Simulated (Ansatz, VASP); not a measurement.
## Ge: VASP beside Ansatz

```
CELL_PARAMETERS angstrom
2.96859 0.00000 0.00000
-1.48429 2.57087 0.00000
0.00000 0.00000 9.46164
ATOMIC_POSITIONS crystal
Ge 0.00000 0.00000 0.00000
Ge 0.00000 0.00000 0.50000
Ge 0.33333 0.66667 0.25000
Ge 0.66667 0.33333 0.75000
```

Alike in both runs: functional LDA; k mesh 12 × 12 × 4; occupations fermi-dirac, width 0.1 eV; no spin polarisation.

Ansatz relaxed the structure, and its values are those at the end. VASP's run is a single point on that final structure, the one shown.

|  | VASP | Ansatz |
| --- | --- | --- |
| version | VASP 6.6.1 | Ansatz 0.2.0 |
| potentials or method | VASP PAW LDA potentials, release 64 (Ge_d), cutoff 520 eV | plane waves (420 eV) with PAW, scalar-relativistic |
| valence electrons in the cell | 56 | 56 |

```csv
,VASP,Ansatz,Ansatz less VASP
pressure (GPa),-0.1,0.0,+0.14
```

Ansatz warns that its potentials were made for another functional, while VASP's fit it. LDA's correlation is that of Perdew and Zunger in VASP and of Perdew and Wang (1992) in Ansatz.
